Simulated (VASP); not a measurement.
# Ti3Al (P-6m2) in VASP: further runs

The runs below take Ti3Al through single point, with PBE.

Program: VASP 6.6.1. These are calculated values, not measurements. Logs are shortened: lines on timing, memory, paths and dates and some standing lists are left out, and cuts for length are marked.

## 1. The cell of the first run

Symmetry: P-6m2, No. 187, hexagonal system. The conventional cell has a = 2.984 Å, b = 2.984 Å, c = 8.900 Å, α = 90.00°, β = 90.00°, γ = 120.00°. Within 3.6 Å of Ti (site symmetry -6m2) lie 12 Ti at 2.74 to 2.98 Å. Within 3.6 Å of Ti (site symmetry 3m) lie 9 Ti at 2.74 to 2.98 Å and 3 Al at 2.89 Å. Within 3.8 Å of Al (site symmetry -6m2) lie 6 Ti at 2.89 Å and 6 Al at 2.98 Å.

## 2. Single point, PBE (c/a of the conventional cell at fixed volume 2.9829)

Contents of INCAR:

```
SYSTEM = Ti3Al
ALGO = Fast
EDIFF = 1E-6
ENCUT = 520
GGA = PE
ISIF = 2
ISMEAR = 0
LASPH = .TRUE.
LCHARG = .TRUE.
LELF = .TRUE.
LREAL = .FALSE.
LVHAR = .TRUE.
LWAVE = .FALSE.
NBANDS = 28
NELM = 100
PREC = Accurate
SIGMA = 0.15
```

Contents of KPOINTS:

```
k-points
0
G
  15 15 6
  0 0 0
```

Contents of POSCAR:

```
Ti3Al
1.0
    2.9837618340      0.0000000000      0.0000000000
   -1.4918809170      2.5840135471      0.0000000000
    0.0000000000      0.0000000000      8.9002631747
Ti Al
3 1
Direct
    0.6666666667      0.3333333333      0.0000000000
    0.3333333333      0.6666666667      0.7612900095
    0.3333333333      0.6666666667      0.2387099905
    0.6666666667      0.3333333333      0.5000000000
```

Potentials or basis: VASP PAW PBE potentials, release 64 (Ti_sv, Al).

Launch:

```console
$ cat potpaw_PBE.64/Ti_sv/POTCAR potpaw_PBE.64/Al/POTCAR > POTCAR
$ mpirun -np 1 vasp_std > vasp.out
```

OUTCAR:

```text
SYSTEM = Ti3Al
   EDIFF = 1E-6
   ENCUT = 520
   GGA = PE
   ISIF = 2
   ISMEAR = 0
   LASPH = .TRUE.
   LREAL = .FALSE.
   NELM = 100
   PREC = Accurate

 ion  position               nearest neighbor table
   1  0.667  0.333  0.000-   2 2.74   3 2.74   2 2.74   3 2.74   2 2.74   3 2.74
   2  0.333  0.667  0.761-   1 2.74   1 2.74   1 2.74   4 2.89   4 2.89   4 2.89
   3  0.333  0.667  0.239-   1 2.74   1 2.74   1 2.74   4 2.89   4 2.89   4 2.89
   4  0.667  0.333  0.500-   2 2.89   3 2.89   2 2.89   3 2.89   2 2.89   3 2.89

  LATTYP: Found a hexagonal cell.
 ALAT       =     2.9837618340
 C/A-ratio  =     2.9829000000

  Lattice vectors:

 A1 = (   2.9837618340,   0.0000000000,   0.0000000000)
 A2 = (  -1.4918809170,   2.5840135471,   0.0000000000)
 A3 = (   0.0000000000,   0.0000000000,   8.9002631747)

Analysis of symmetry for initial positions (statically):
=====================================================================
 Subroutine PRICEL returns:
 Original cell was already a primitive cell.

 Routine SETGRP: Setting up the symmetry group for a
 hexagonal supercell.

 Subroutine GETGRP returns: Found 12 space group operations
 (whereof 12 operations were pure point group operations)
 out of a pool of 24 trial point group operations.

The static configuration has the point symmetry D_3h.

Analysis of symmetry for dynamics (positions and initial velocities):
=====================================================================
 Subroutine PRICEL returns:
 Original cell was already a primitive cell.

 Routine SETGRP: Setting up the symmetry group for a
 hexagonal supercell.

 Subroutine GETGRP returns: Found 12 space group operations
 (whereof 12 operations were pure point group operations)
 out of a pool of 24 trial point group operations.

The dynamic configuration has the point symmetry D_3h.

 Subroutine INISYM returns: Found 12 space group operations
 (whereof 12 operations are pure point group operations),
 and found     1 'primitive' translations

----------------------------------------------------------------------------------------

                                     Primitive cell

  volume of cell :      68.6218

  direct lattice vectors                    reciprocal lattice vectors
[... 83 lines left out ...]
   ISTART =      0    job   : 0-new  1-cont  2-samecut
   ICHARG =      2    charge: 1-file 2-atom 10-const
   ISPIN  =      1    spin polarized calculation?
   LNONCOLLINEAR =      F non collinear calculations
   LSORBIT =      F    spin-orbit coupling
   LASPH  =      T    aspherical Exc in radial PAW
   ENCUT  =  520.0 eV  38.22 Ry    6.18 a.u.   5.55  5.55 16.55*2*pi/ulx,y,z
   NELM   =    100;   NELMIN=  2; NELMDL= -5     # of ELM steps
   EDIFF  = 0.1E-05   stopping-criterion for ELM
   LREAL  =      F    real-space projection
   EDIFFG = 0.1E-04   stopping-criterion for IOM
   NSW    =      0    number of steps for IOM
   IBRION =     -1    ionic relax: 0-MD 1-quasi-New 2-CG
   NFREE  =      0    steps in history (QN), initial steepest desc. (CG)
   ISIF   =      2    stress and relaxation
   ISYM   =      2    0-nonsym 1-usesym 2-fastsym
   POTIM  = 0.5000    time-step for ionic-motion
   TEBEG  =    0.0;   TEEND  =   0.0 temperature during run
   PSTRESS=    0.0 pullay stress
   NELECT =      39.0000    total number of electrons
   NUPDOWN=      -1.0000    fix difference up-down
   EMIN   =  10.00;   EMAX   =-10.00  energy-range for DOS
   EFERMI =   0.00;   METHOD = LEGACY
   ISMEAR =     0;   SIGMA  =   0.15  broadening in eV -4-tet -1-fermi 0-gaus
   EFERMI_NEDOS =   21; number of points for ismear=-14 and -15
   IALGO  =     68    algorithm
   IMIX   =      4    mixing-type and parameters
     AMIX     =   0.40;   BMIX     =  1.00
     AMIX_MAG =   1.60;   BMIX_MAG =  1.00
  volume/ion in A,a.u.               =      17.16       115.77
  Fermi-wavevector in a.u.,A,eV,Ry     =   1.356050  2.562563 25.019375  1.838872
  Thomas-Fermi vector in A             =   2.483086
   LORBIT       =      0    0 simple, 1 ext, 2 COOP (PROOUT), +10 PAW based schemes
   GGA     = PE    functional components
   LHFCALC =     F    Hartree Fock is set to
   AEXX    =    0.0000 exact exchange contribution
   IVDW    =     0    specifies the selected vdW correction
   LEPSILON=     F    determine dielectric tensor
   LRPA    =     F    only Hartree local field effects (RPA)
 non-spin polarized calculation
 RMM-DIIS sequential band-by-band and
 Gauss-broadening in eV      SIGMA  =   0.15
  energy-cutoff  :      520.00
  volume of cell :       68.62
 maximum number of plane-waves:      1882
 NGX is ok and might be reduce to    24

 number of electron      39.0000006 magnetization

 Free energy of the ion-electron system (eV)
  ---------------------------------------------------
  ext. energy  EPLUGINS =         0.00000000
  ---------------------------------------------------
  free energy    TOTEN  =       -27.64912561 eV

  energy without entropy =      -27.61297443  energy(sigma->0) =      -27.63105002

 E-fermi :   7.9565     XC(G=0): -11.1745

 val. band max:        7.9520070934   @ k =   0.2000   0.2000   0.5000
 cond. band min:       7.9589881547   @ k =   0.3333   0.2667   0.1667
 fundamental gap:      0.0069810614
 Fermi energy:         7.9564931128

 k-point     1 :       0.0000    0.0000    0.0000
  band No.  band energies     occupation
      1     -48.7849      2.00000
      2     -48.7354      2.00000
      3     -48.5865      2.00000
      4     -25.3644      2.00000
      5     -25.0720      2.00000
      6     -24.7693      2.00000
[... 733 lines left out ...]
     27      10.9519      0.00000
     28      11.5904      0.00000

 [... further k-points ...]
[... 5 lines left out ...]
  --------------------------------------------------------------------------------------
  -------------------------------------------------------------------------------------
  Total       -0.7861732     -0.7861732      2.8489426      0.0000000      0.0000000      0.0000000
  in kB      -18.3555344    -18.3555344     66.5169752      0.0000000      0.0000000      0.0000000
  external PRESSURE =       9.9353022 kB  Pullay stress =       0.0000000 kB

 VOLUME and BASIS-vectors are now :
 -----------------------------------------------------------------------------
  energy-cutoff  :      520.00
  volume of cell :       68.62
      direct lattice vectors                 reciprocal lattice vectors
     2.983761834  0.000000000  0.000000000     0.335147393  0.193497438  0.000000000
    -1.491880917  2.584013547  0.000000000     0.000000000  0.386994875  0.000000000
     0.000000000  0.000000000  8.900263175     0.000000000  0.000000000  0.112356228

 POSITION                                       TOTAL-FORCE (eV/Angst)
 -----------------------------------------------------------------------------------
      1.49188      0.86134      0.00000         0.000000     -0.000000      0.000000
     -0.00000      1.72268      6.77568        -0.000000      0.000000     -0.850762
     -0.00000      1.72268      2.12458        -0.000000      0.000000      0.850762
      1.49188      0.86134      4.45013         0.000000     -0.000000      0.000000
 -----------------------------------------------------------------------------------
    total drift:                                0.000000     -0.000000      0.000000

  FREE ENERGIE OF THE ION-ELECTRON SYSTEM (eV)
  ---------------------------------------------------
  free  energy   TOTEN  =       -27.6491256067 eV

  energy  without entropy=      -27.6129744285  energy(sigma->0) =      -27.63105002
```

OSZICAR:

```text
N       E                     dE             d eps       ncg     rms          rms(c)
DAV:   1     0.471868027879E+03    0.47187E+03   -0.19575E+04  6056   0.162E+03
DAV:   2     0.274878241884E+02   -0.44438E+03   -0.43583E+03  6132   0.497E+02
DAV:   3    -0.252524539713E+02   -0.52740E+02   -0.51428E+02 10532   0.144E+02
[... 39 lines left out ...]
RMM:  43    -0.276491220681E+02   -0.11509E-05   -0.15872E-05  6910   0.144E-02    0.166E-03
RMM:  44    -0.276491232342E+02   -0.11661E-05   -0.15338E-05  7431   0.143E-02    0.828E-04
RMM:  45    -0.276491241634E+02   -0.92917E-06   -0.12442E-05  5787   0.122E-02    0.874E-04
RMM:  46    -0.276491249180E+02   -0.75460E-06   -0.10679E-05  5790   0.115E-02    0.122E-03
RMM:  47    -0.276491256067E+02   -0.68875E-06   -0.96811E-06  5795   0.112E-02
   1 F= -.27649126E+02 E0= -.27631050E+02  d E =-.361512E-01
```

Run time: 9.7 min. Hardware: 1 thread of Intel Xeon Platinum 8488C (Sapphire Rapids), shared host; peak memory 0.31 GiB.

What came out:

```yaml
Free_energy: -27.6491 eV
Pressure: 1.0 GPa
Largest_force: 0.851 eV/Å
```

Forces on the atoms (eV/Å):
```
Ti   0.000  0.000  0.000
Ti   0.000  0.000 -0.851
Ti   0.000  0.000  0.851
Al   0.000  0.000  0.000
```

Stress tensor (GPa, compression positive):
```
-1.84  0.00  0.00
 0.00 -1.84  0.00
 0.00  0.00  6.65
```

## 3. Single point, PBE (c/a of the conventional cell at fixed volume 3.3190)

Contents of INCAR:

```
PREC = Accurate
ENCUT = 520
EDIFF = 1E-6
ISMEAR = 0
SIGMA = 0.15
LREAL = F
LASPH = T
NELM = 100
ALGO = Fast
ISIF = 2
LWAVE = F
LCHARG = T
GGA = PE
LELF = T
LVHAR = T
NBANDS = 28
```

Contents of KPOINTS:

```
regular mesh
0
Gamma
  15 15 6
```

Contents of POSCAR:

```
Ti3Al
1.0
    2.8794395691      0.0000000000      0.0000000000
   -1.4397197845      2.4936678155      0.0000000000
    0.0000000000      0.0000000000      9.5568599297
Ti Al
3 1
Direct
    0.6666666667      0.3333333333      0.0000000000
    0.3333333333      0.6666666667      0.7504575700
    0.3333333333      0.6666666667      0.2495424300
    0.6666666667      0.3333333333      0.5000000000
```

Potentials or basis: VASP PAW PBE potentials, release 64 (Ti_sv, Al).

Launch:

```console
$ cat potpaw_PBE.64/Ti_sv/POTCAR potpaw_PBE.64/Al/POTCAR > POTCAR
$ mpirun -np 1 vasp_std > vasp.out
```

Wall time 15 min (1 thread of Intel Xeon Platinum 8488C (Sapphire Rapids), shared host); peak memory 0.31 GiB.

Results (log left out):

```
Free energy   : -27.7351 eV
Pressure      : -0.4 GPa
Largest force : 0.117 eV/Å
```

Forces in eV/Å, atoms in the order of the input:
```
Ti   0.000  0.000  0.000
Ti   0.000  0.000 -0.117
Ti   0.000  0.000  0.117
Al   0.000  0.000  0.000
```

Stress tensor (GPa, compression positive):
```
 2.08  0.00  0.00
 0.00  2.08  0.00
 0.00  0.00 -5.27
```

Levels at points of the mesh, in eV from the Fermi level:
```tsv
k point	band 16	band 17	band 18	band 19	band 20	band 21	band 22	band 23	band 24	band 25
(0.00, 0.00, 0.00)	-2.55	-1.13	0.17	0.45	0.93	0.93	1.02	1.02	1.25	1.25
(0.00, 0.00, 0.50)	-3.35	-1.25	0.15	0.48	0.93	0.93	1.01	1.01	1.25	1.25
```

## 4. Single point, PBE (c/a of the conventional cell at fixed volume 3.1510)

Contents of INCAR:

```
PREC = Accurate
ENCUT = 520
EDIFF = 1E-6
ISMEAR = 0
SIGMA = 0.15
LREAL = F
LASPH = T
NELM = 60
ALGO = Fast
ISIF = 2
LWAVE = F
LCHARG = F
GGA = PE
NBANDS = 28
```

KPOINTS is that of step 3.

Contents of POSCAR:

```
Ti3Al
1.0
    2.9297375378      0.0000000000      0.0000000000
   -1.4648687689      2.5372271341      0.0000000000
    0.0000000000      0.0000000000      9.2315308735
Ti Al
3 1
Direct
    0.6666666667      0.3333333333      0.0000000000
    0.3333333333      0.6666666667      0.7612900095
    0.3333333333      0.6666666667      0.2387099905
    0.6666666667      0.3333333333      0.5000000000
```

Potentials or basis: VASP PAW PBE potentials, release 64 (Ti_sv, Al).

Launch:

```console
$ cat potpaw_PBE.64/Ti_sv/POTCAR potpaw_PBE.64/Al/POTCAR > POTCAR
$ mpirun -np 1 vasp_std > vasp.out
```

OUTCAR:

```text
PREC = Accurate
   ENCUT = 520
   EDIFF = 1E-6
   ISMEAR = 0
   LREAL = F
   LASPH = T
   NELM = 60
   ISIF = 2
   GGA = PE

 ion  position               nearest neighbor table
   1  0.667  0.333  0.000-   2 2.78   3 2.78   2 2.78   3 2.78   2 2.78   3 2.78
   2  0.333  0.667  0.761-   1 2.78   1 2.78   1 2.78   4 2.95   4 2.95   4 2.95
   3  0.333  0.667  0.239-   1 2.78   1 2.78   1 2.78   4 2.95   4 2.95   4 2.95
   4  0.667  0.333  0.500-   2 2.95   3 2.95   2 2.95   3 2.95   2 2.95   3 2.95

[... 939 lines left out ...]
     28      11.5261      0.00000

 [... further k-points ...]
[... 5 lines left out ...]
  --------------------------------------------------------------------------------------
  -------------------------------------------------------------------------------------
  Total        0.3252561      0.3252561      0.1061281      0.0000000      0.0000000      0.0000000
  in kB        7.5940635      7.5940635      2.4778746      0.0000000      0.0000000      0.0000000
  external PRESSURE =       5.8886672 kB  Pullay stress =       0.0000000 kB

 VOLUME and BASIS-vectors are now :
 -----------------------------------------------------------------------------
  energy-cutoff  :      520.00
  volume of cell :       68.62
      direct lattice vectors                 reciprocal lattice vectors
     2.929737538  0.000000000  0.000000000     0.341327504  0.197065526  0.000000000
    -1.464868769  2.537227134  0.000000000     0.000000000  0.394131052  0.000000000
     0.000000000  0.000000000  9.231530874     0.000000000  0.000000000  0.108324395

 POSITION                                       TOTAL-FORCE (eV/Angst)
 -----------------------------------------------------------------------------------
      1.46487      0.84574      0.00000        -0.000000      0.000000      0.000000
     -0.00000      1.69148      7.02787         0.000000      0.000000     -0.809709
     -0.00000      1.69148      2.20366         0.000000      0.000000      0.809709
      1.46487      0.84574      4.61577        -0.000000      0.000000      0.000000
 -----------------------------------------------------------------------------------
    total drift:                                0.000000     -0.000000      0.000000

  FREE ENERGIE OF THE ION-ELECTRON SYSTEM (eV)
  ---------------------------------------------------
  free  energy   TOTEN  =       -27.7118554734 eV

  energy  without entropy=      -27.6723269552  energy(sigma->0) =      -27.69209121
```

OSZICAR:

```text
N       E                     dE             d eps       ncg     rms          rms(c)
DAV:   1     0.469661951154E+03    0.46966E+03   -0.19640E+04  6048   0.162E+03
DAV:   2     0.270846741742E+02   -0.44258E+03   -0.43444E+03  6128   0.496E+02
DAV:   3    -0.254718453581E+02   -0.52557E+02   -0.51262E+02 10620   0.143E+02
[... 39 lines left out ...]
RMM:  43    -0.277118521723E+02   -0.10945E-05   -0.14857E-05  6444   0.144E-02    0.236E-03
RMM:  44    -0.277118532306E+02   -0.10583E-05   -0.14327E-05  6192   0.136E-02    0.260E-03
RMM:  45    -0.277118540689E+02   -0.83835E-06   -0.11500E-05  5888   0.127E-02    0.270E-03
RMM:  46    -0.277118548307E+02   -0.76179E-06   -0.10658E-05  5769   0.120E-02    0.292E-03
RMM:  47    -0.277118554734E+02   -0.64270E-06   -0.90992E-06  5598   0.113E-02
   1 F= -.27711855E+02 E0= -.27692091E+02  d E =-.395285E-01
```

Wall time 14 min (1 thread of Intel Xeon Platinum 8488C (Sapphire Rapids), shared host); peak memory 0.31 GiB.

What came out:

| Quantity | Value |
| --- | --- |
| Free energy | -27.7119 eV |
| Pressure | 0.6 GPa |
| Largest force | 0.810 eV/Å |

Forces in eV/Å, atoms in the order of the input:
```
Ti   0.000  0.000  0.000
Ti   0.000  0.000 -0.810
Ti   0.000  0.000  0.810
Al   0.000  0.000  0.000
```

Levels at points of the mesh, in eV from the Fermi level:
```
           k point  band 18  band 19  band 20  band 21  band 22  band 23
(0.00, 0.00, 0.00)     0.74     0.74     0.79     0.79     0.80     1.02
(0.00, 0.00, 0.50)     0.70     0.74     0.74     0.79     0.79     1.04
```

## 5. Single point, PBE (c/a of the conventional cell at fixed volume 3.3190)

Contents of INCAR:

```
ALGO     = Fast           # electronic algorithm
EDIFF    = 1E-6           # SCF threshold, eV
ENCUT    = 520            # plane-wave cutoff, eV
GGA      = PE             # functional
ISIF     = 2              # what is computed and relaxed
ISMEAR   = 0              # smearing method
LASPH    = T              # aspherical terms in the spheres
LCHARG   = F              # write CHGCAR
LREAL    = F              # projectors in reciprocal space
LWAVE    = F              # write WAVECAR
NBANDS   = 28             # bands
NELM     = 80             # most SCF steps
PREC     = Accurate       # precision mode
SIGMA    = 0.15           # smearing width, eV
```

Contents of KPOINTS:

```
k-points
0
Gamma
  15 15 6
```

Contents of POSCAR:

```
Ti3Al
1.0
    2.8794395691      0.0000000000      0.0000000000
   -1.4397197845      2.4936678155      0.0000000000
    0.0000000000      0.0000000000      9.5568599297
Ti Al
3 1
Direct
    0.6666666667      0.3333333333      0.0000000000
    0.3333333333      0.6666666667      0.7612900095
    0.3333333333      0.6666666667      0.2387099905
    0.6666666667      0.3333333333      0.5000000000
```

Launch:

```console
$ cat potpaw_PBE.64/Ti_sv/POTCAR potpaw_PBE.64/Al/POTCAR > POTCAR
$ mpirun -np 1 vasp_std > vasp.out
```

Run time: 13 min. Hardware: 1 thread of Intel Xeon Platinum 8488C (Sapphire Rapids), shared host; peak memory 0.31 GiB.

Results (log left out):

- Free energy: -27.6430 eV
- Pressure: 0.5 GPa
- Largest force: 0.781 eV/Å

Forces on the atoms (eV/Å):
```
Ti   0.000  0.000  0.000
Ti   0.000  0.000 -0.781
Ti   0.000  0.000  0.781
Al   0.000  0.000  0.000
```

Stress tensor (GPa, compression positive):
```
 3.35  0.00  0.00
 0.00  3.35  0.00
 0.00  0.00 -5.19
```

Levels at points of the mesh, in eV from the Fermi level:
```
           k point  band 17  band 18  band 19  band 20  band 21  band 22  band 23  band 24
(0.00, 0.00, 0.00)    -1.34     0.45     0.71     0.85     0.85     0.91     0.91     1.23
(0.00, 0.00, 0.50)    -1.51     0.39     0.73     0.85     0.85     0.91     0.91     1.23
```

## 6. Summary

```tsv
cell	gap on the mesh (eV)	pressure (GPa)	largest force (eV/Å)
a = 2.984, b = 2.984, c = 8.900 Å, angles 90.0, 90.0, 120.0°, 4 atoms	none	1.0	0.85
a = 2.879, b = 2.879, c = 9.557 Å, angles 90.0, 90.0, 120.0°, 4 atoms	none	0.5	0.78
a = 2.930, b = 2.930, c = 9.232 Å, angles 90.0, 90.0, 120.0°, 4 atoms	none	0.6	0.81
```

Some of these runs hold the atoms at other places in the same cell, which the table doesn't show; runs alike in all that it shows share one row.

Alike in all rows: task single point; level PBE; potentials or basis VASP PAW PBE potentials, release 64 (Ti_sv, Al); no spin polarisation; k mesh 15 × 15 × 6; cutoff (eV) 520; smearing gaussian 0.15 eV.

Total energies depend on the potentials used, so only differences within one code and one set of settings carry meaning.
